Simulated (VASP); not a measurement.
# Ni (Im-3m) in VASP: a series of runs, part 2 of 2

VASP 6.6.1. The steps go on from the part before.

### 4 Single point, LDA, collinear spin, ferromagnetic start

This run uses another cell than the first one, of 11.02 Å³/atom.

INCAR

```
ALGO = Normal
EDIFF = 1E-6
ENCUT = 600
GGA = CA
GGA_COMPAT = F
ISIF = 2
ISMEAR = -1
ISPIN = 2
LASPH = T
LCHARG = F
LMAXMIX = 4
LORBIT = 11
LREAL = F
LWAVE = F
MAGMOM = 2
NBANDS = 15
NELM = 200
PREC = Accurate
SIGMA = 0.15
```

KPOINTS

```
k-points
0
Gamma
  14 14 14
```

POSCAR

```
Ni
1.0
   -1.4019289303      1.4019289303      1.4019289303
    1.4019289303     -1.4019289303      1.4019289303
    1.4019289303      1.4019289303     -1.4019289303
Ni
1
Direct
    0.0000000000      0.0000000000      0.0000000000
```

Potentials or basis: VASP PAW LDA potentials, release 64 (Ni).

The run is started by

```console
> cat potpaw_LDA.64/Ni/POTCAR > POTCAR
> mpirun -np 1 vasp_std > vasp.out
```

OUTCAR:

```text
EDIFF = 1E-6
   ENCUT = 600
   GGA = CA
   ISIF = 2
   ISMEAR = -1
   ISPIN = 2
   LASPH = T
   LORBIT = 11
   LREAL = F
   NELM = 200
   PREC = Accurate

 ion  position               nearest neighbor table
   1  0.000  0.000  0.000-

  LATTYP: Found a body centered cubic cell.
 ALAT       =     2.8038578606

  Lattice vectors:

 A1 = (  -1.4019289303,   1.4019289303,   1.4019289303)
 A2 = (   1.4019289303,  -1.4019289303,   1.4019289303)
 A3 = (   1.4019289303,   1.4019289303,  -1.4019289303)

Analysis of symmetry for initial positions (statically):
=====================================================================
 Subroutine PRICEL returns:
 Original cell was already a primitive cell.

 Routine SETGRP: Setting up the symmetry group for a
 body centered cubic supercell.

 Subroutine GETGRP returns: Found 48 space group operations
 (whereof 48 operations were pure point group operations)
 out of a pool of 48 trial point group operations.

The static configuration has the point symmetry O_h .

Analysis of symmetry for dynamics (positions and initial velocities):
=====================================================================
 Subroutine PRICEL returns:
 Original cell was already a primitive cell.

 Routine SETGRP: Setting up the symmetry group for a
 body centered cubic supercell.

 Subroutine GETGRP returns: Found 48 space group operations
 (whereof 48 operations were pure point group operations)
 out of a pool of 48 trial point group operations.

The dynamic configuration has the point symmetry O_h .

Analysis of structural, dynamic, and magnetic symmetry:
=====================================================================
 Subroutine PRICEL returns:
 Original cell was already a primitive cell.

 Routine SETGRP: Setting up the symmetry group for a
 body centered cubic supercell.

 Subroutine GETGRP returns: Found 48 space group operations
 (whereof 48 operations were pure point group operations)
 out of a pool of 48 trial point group operations.

The overall configuration has the point symmetry O_h .

 Subroutine INISYM returns: Found 48 space group operations
 (whereof 48 operations are pure point group operations),
 and found     1 'primitive' translations

----------------------------------------------------------------------------------------

                                     Primitive cell

  volume of cell :      11.0214

  direct lattice vectors                    reciprocal lattice vectors
    -1.401928930  1.401928930  1.401928930     0.000000000  0.356651460  0.356651460
     1.401928930 -1.401928930  1.401928930     0.356651460  0.000000000  0.356651460
     1.401928930  1.401928930 -1.401928930     0.356651460  0.356651460  0.000000000

  length of vectors
     2.428212136  2.428212136  2.428212136     0.504381332  0.504381332  0.504381332

  position of ions in fractional coordinates (direct lattice)
     0.000000000  0.000000000  0.000000000

  ion indices of the primitive-cell ions
   primitive index   ion index
                 1           1

----------------------------------------------------------------------------------------

 KPOINTS: k-points

Automatic generation of k-mesh.
 Grid dimensions read from file:
 generate k-points for:   14   14   14
[... 72 lines left out ...]
   POTIM  = 0.5000    time-step for ionic-motion
   TEBEG  =    0.0;   TEEND  =   0.0 temperature during run
   PSTRESS=    0.0 pullay stress
   NELECT =      10.0000    total number of electrons
   NUPDOWN=      -1.0000    fix difference up-down
   EMIN   =  10.00;   EMAX   =-10.00  energy-range for DOS
   EFERMI =   0.00;   METHOD = LEGACY
   ISMEAR =    -1;   SIGMA  =   0.15  broadening in eV -4-tet -1-fermi 0-gaus
   EFERMI_NEDOS =   21; number of points for ismear=-14 and -15
   IALGO  =     38    algorithm
   IMIX   =      4    mixing-type and parameters
     AMIX     =   0.40;   BMIX     =  1.00
     AMIX_MAG =   1.60;   BMIX_MAG =  1.00
  volume/ion in A,a.u.               =      11.02        74.38
  Fermi-wavevector in a.u.,A,eV,Ry     =   1.584877  2.994983 34.175582  2.511834
  Thomas-Fermi vector in A             =   2.684427
   LORBIT       =     11    0 simple, 1 ext, 2 COOP (PROOUT), +10 PAW based schemes
   GGA     = CA    functional components
   LHFCALC =     F    Hartree Fock is set to
   AEXX    =    0.0000 exact exchange contribution
   IVDW    =     0    specifies the selected vdW correction
   LEPSILON=     F    determine dielectric tensor
   LRPA    =     F    only Hartree local field effects (RPA)
 spin polarized calculation
  energy-cutoff  :      600.00
  volume of cell :       11.02
 maximum number of plane-waves:       378
   NGX =  9   NGY =  9   NGZ =  9

 number of electron      10.0000000 magnetization       2.0000000

 number of electron       9.9999992 magnetization       0.2707132

 Free energy of the ion-electron system (eV)
  ---------------------------------------------------
  ext. energy  EPLUGINS =         0.00000000
  ---------------------------------------------------
  free energy    TOTEN  =        -6.49661927 eV

  energy without entropy =       -6.34711851  energy(sigma->0) =       -6.42186889

 E-fermi :   8.7425     XC(G=0): -13.5339

 val. band max:        8.7343506830   @ k =  -0.3571   0.4286   0.0714
 cond. band min:       8.7459942213   @ k =  -0.3571   0.4286   0.2143
 fundamental gap:      0.0116435383
 Fermi energy:         8.7425217115

 spin component 1

 k-point     1 :       0.0000    0.0000    0.0000
  band No.  band energies     occupation
      1      -0.0378      1.00000
      2       6.6648      1.00000
      3       6.6648      1.00000
      4       6.6648      1.00000
      5       8.0012      0.99291
      6       8.0012      0.99291
      7      35.1079      0.00000
      8      35.1079      0.00000
      9      35.1079      0.00000
     10      39.9241      0.00000
     11      39.9241      0.00000
     12      40.5626      0.00000
     13      40.5626      0.00000
     14      40.5626      0.00000
[... 403 lines left out ...]
      4       8.0312      0.99135
      5       8.1833      0.97653
      6      14.0204      0.00000
      7      15.7127      0.00000
      8      17.9898      0.00000
      9      27.6451      0.00000
     10      37.2499      0.00000
     11      38.9186      0.00000
     12      44.8356      0.00000
     13      48.8151      0.00000
     14      52.7745      0.00000
     15      53.6677      0.00000

 [... further k-points ...]

 spin component 2

 k-point     1 :       0.0000    0.0000    0.0000
  band No.  band energies     occupation
      1      -0.0136      1.00000
      2       6.9299      0.99999
      3       6.9299      0.99999
      4       6.9299      0.99999
      5       8.2615      0.96108
      6       8.2615      0.96108
      7      35.1049      0.00000
      8      35.1049      0.00000
      9      35.1049      0.00000
     10      39.9443      0.00000
     11      39.9443      0.00000
     12      40.6484      0.00000
     13      40.6484      0.00000
     14      40.6484      0.00000
[... 403 lines left out ...]
      4       8.3017      0.94974
      5       8.4563      0.87083
      6      14.1441      0.00000
      7      15.8351      0.00000
      8      18.0830      0.00000
      9      27.7040      0.00000
     10      37.2809      0.00000
     11      38.9448      0.00000
     12      44.9263      0.00000
     13      48.8813      0.00000
     14      52.9004      0.00000
     15      53.7051      0.00000

 [... further k-points ...]

------------------------ aborting loop because EDIFF is reached ----------------------------------------

  FORCE on cell =-STRESS in cart. coord.  units (eV):
  Direction    XX          YY          ZZ          XY          YZ          ZX
  --------------------------------------------------------------------------------------
  -------------------------------------------------------------------------------------
  Total       -1.1725673     -1.1725673     -1.1725673     -0.0000000      0.0000000      0.0000000
  in kB     -170.4552403   -170.4552403   -170.4552403     -0.0000000      0.0000000      0.0000000
  external PRESSURE =    -170.4552403 kB  Pullay stress =       0.0000000 kB

 VOLUME and BASIS-vectors are now :
 -----------------------------------------------------------------------------
  energy-cutoff  :      600.00
  volume of cell :       11.02
      direct lattice vectors                 reciprocal lattice vectors
    -1.401928930  1.401928930  1.401928930     0.000000000  0.356651460  0.356651460
     1.401928930 -1.401928930  1.401928930     0.356651460  0.000000000  0.356651460
     1.401928930  1.401928930 -1.401928930     0.356651460  0.356651460  0.000000000

 POSITION                                       TOTAL-FORCE (eV/Angst)
 -----------------------------------------------------------------------------------
      0.00000      0.00000      0.00000         0.000000      0.000000      0.000000
 -----------------------------------------------------------------------------------
    total drift:                                0.000000     -0.000000      0.000000

  FREE ENERGIE OF THE ION-ELECTRON SYSTEM (eV)
  ---------------------------------------------------
  free  energy   TOTEN  =        -6.4966192722 eV

  energy  without entropy=       -6.3471185125  energy(sigma->0) =       -6.42186889

 total charge

# of ion       s       p       d       tot
------------------------------------------
    1        0.489   0.478   8.336   9.302

 magnetization (x)

# of ion       s       p       d       tot
------------------------------------------
    1       -0.001  -0.006   0.280   0.272
```

stdout:

```text
POSCAR found type information on POSCAR Ni
 POSCAR found :  1 types and       1 ions
 scaLAPACK will be used
 LDA part: xc-table for (Slater(with rela. corr.)+CA(PZ))
 , standard interpolation
 POSCAR, INCAR and KPOINTS ok, starting setup
 FFT: planning ... GRIDC
 FFT: planning ... GRID_SOFT
 FFT: planning ... GRID
 WAVECAR not read
 entering main loop
```

Run time: 48 s. Hardware: 1 thread of Intel Xeon Platinum 8259CL at 2.50GHz (Skylake/Cascade Lake), shared host; peak memory 0.14 GiB.

Results:

- Free energy: -6.4966 eV
- Pressure: -17.0 GPa
- Net moment: 0.27 μB per cell
- Site moments: Ni +0.27 μB
- Valence electrons inside the program's atomic spheres: Ni 9.30

Caveat: the cell stands under tension.

### 5 Single point, LDA, collinear spin, ferromagnetic start

This run uses another cell than the first one, of 11.45 Å³/atom.

INCAR

```
ALGO = Normal ; EDIFF = 1E-6
ENCUT = 600 ; GGA_COMPAT = F
ISIF = 2 ; ISMEAR = -1
ISPIN = 2 ; LASPH = T
LCHARG = T ; LELF = T
LMAXMIX = 4 ; LORBIT = 11
LREAL = F ; LVHAR = T
LWAVE = F ; MAGMOM = 2
NBANDS = 15 ; NELM = 200
PREC = Accurate ; SIGMA = 0.15
```

KPOINTS is that of step 4.

POSCAR

```
Ni
1.0
   -1.4196767502      1.4196767502      1.4196767502
    1.4196767502     -1.4196767502      1.4196767502
    1.4196767502      1.4196767502     -1.4196767502
Ni
1
Direct
    0.0000000000      0.0000000000      0.0000000000
```

The run is started by

```console
> cat potpaw_LDA.64/Ni/POTCAR > POTCAR
> mpirun -np 1 vasp_std > vasp.out
```

Run time: 39 s. Hardware: 1 thread of Intel Xeon Platinum 8259CL at 2.50GHz (Skylake/Cascade Lake), shared host; peak memory 0.14 GiB.

Results (log left out):

```
Free energy                                           : -6.4448 eV
Pressure                                              : -22.1 GPa
Net moment                                            : 0.36 μB per cell
Site moments                                          : Ni +0.36 μB
Valence electrons inside the program's atomic spheres : Ni 9.24
```

Levels at points of the mesh, in eV from the Fermi level:
Spin up:
| k point | band 1 | band 2 | band 3 | band 4 | band 5 | band 6 | band 7 | band 8 | band 9 | band 10 |
| --- | --- | --- | --- | --- | --- | --- | --- | --- | --- | --- |
| (0.00, 0.00, 0.00) | -8.55 | -2.04 | -2.04 | -2.04 | -0.78 | -0.78 | 25.96 | 25.96 | 25.96 | 30.52 |
| (0.50, 0.00, 0.00) | -4.28 | -2.90 | -0.84 | -0.64 | 0.07 | 0.35 | 6.16 | 18.64 | 19.17 | 23.11 |
| (0.50, 0.50, 0.50) | -3.86 | -3.86 | -0.14 | -0.14 | -0.14 | 9.42 | 9.42 | 9.42 | 15.29 | 15.29 |
Spin down:
```
           k point  band 2  band 3  band 4  band 5  band 6  band 7  band 8  band 9
(0.00, 0.00, 0.00)   -1.69   -1.69   -1.69   -0.43   -0.43   25.96   25.96   25.96
(0.50, 0.00, 0.00)   -2.58   -0.48   -0.28    0.38    0.47    6.37   18.66   19.25
(0.50, 0.50, 0.50)   -3.60    0.26    0.26    0.26    9.47    9.47    9.47   15.42
```

Caveat: the cell stands under tension.

### 6 Single point, LDA, collinear spin, ferromagnetic start

This run uses another cell than the first one, of 11.87 Å³/atom.

INCAR

```
SYSTEM = Ni
ALGO = Normal
EDIFF = 1E-6
ENCUT = 600
GGA = CA
GGA_COMPAT = .FALSE.
ISIF = 2
ISMEAR = -1
ISPIN = 2
LASPH = .TRUE.
LCHARG = .FALSE.
LMAXMIX = 4
LORBIT = 11
LREAL = .FALSE.
LWAVE = .FALSE.
MAGMOM = 2
NBANDS = 15
NELM = 200
PREC = Accurate
SIGMA = 0.15
```

KPOINTS

```
k-points
0
G
  14 14 14
  0 0 0
```

POSCAR

```
Ni
1.0
   -1.4369915877      1.4369915877      1.4369915877
    1.4369915877     -1.4369915877      1.4369915877
    1.4369915877      1.4369915877     -1.4369915877
Ni
1
Direct
    0.0000000000      0.0000000000      0.0000000000
```

Potentials or basis: VASP PAW LDA potentials, release 64 (Ni).

The run is started by

```console
> cat potpaw_LDA.64/Ni/POTCAR > POTCAR
> mpirun -np 1 vasp_std > vasp.out
```

Run time: 36 s. Hardware: 1 thread of Intel Xeon Platinum 8259CL at 2.50GHz (Skylake/Cascade Lake), shared host; peak memory 0.14 GiB.

The run converged. Its results:

| Property | Result |
| --- | --- |
| Free energy | -6.3811 eV |
| Pressure | -26.0 GPa |
| Net moment | 0.42 μB per cell |
| Site moments | Ni +0.42 μB |
| Valence electrons inside the program's atomic spheres | Ni 9.19 |

Levels at points of the mesh, in eV from the Fermi level:
Spin up:
```csv
k point,band 1,band 2,band 3,band 4,band 5,band 6,band 7,band 8,band 9,band 10
"(0.00, 0.00, 0.00)",-8.32,-2.00,-2.00,-2.00,-0.80,-0.80,25.58,25.58,25.58,29.86
"(0.50, 0.00, 0.00)",-4.12,-2.81,-0.86,-0.67,0.00,0.39,5.88,18.30,18.65,22.59
"(0.50, 0.50, 0.50)",-3.70,-3.70,-0.19,-0.19,-0.19,9.20,9.20,9.20,14.94,14.94
```
Spin down:
```
           k point  band 2  band 3  band 4  band 5  band 6  band 7  band 8  band 9
(0.00, 0.00, 0.00)   -1.59   -1.59   -1.59   -0.40   -0.40   25.57   25.57   25.57
(0.50, 0.00, 0.00)   -2.43   -0.45   -0.26    0.41    0.46    6.11   18.32   18.73
(0.50, 0.50, 0.50)   -3.41    0.26    0.26    0.26    9.25    9.25    9.25   15.08
```

Caveat: the cell stands under tension.

### 7 Overview

| cell | gap on the mesh (eV) | pressure (GPa) | moment (μB) |
| --- | --- | --- | --- |
| a = 2.397 Å, angles 109.5°, 1 atom | none | -10.5 | 0.14 |
| a = 2.428 Å, angles 109.5°, 1 atom | none | -17.0 | 0.27 |
| a = 2.459 Å, angles 109.5°, 1 atom | none | -22.1 | 0.36 |
| a = 2.489 Å, angles 109.5°, 1 atom | none | -26.0 | 0.42 |

Alike in all rows: task single point; level LDA; potentials or basis VASP PAW LDA potentials, release 64 (Ni); spin collinear, ferromagnetic start; k mesh 14 × 14 × 14; cutoff (eV) 600; smearing fermi-dirac 0.15 eV.

Caveats: the cell stands under tension.

Absolute energies hang on the potentials; compare differences alone.
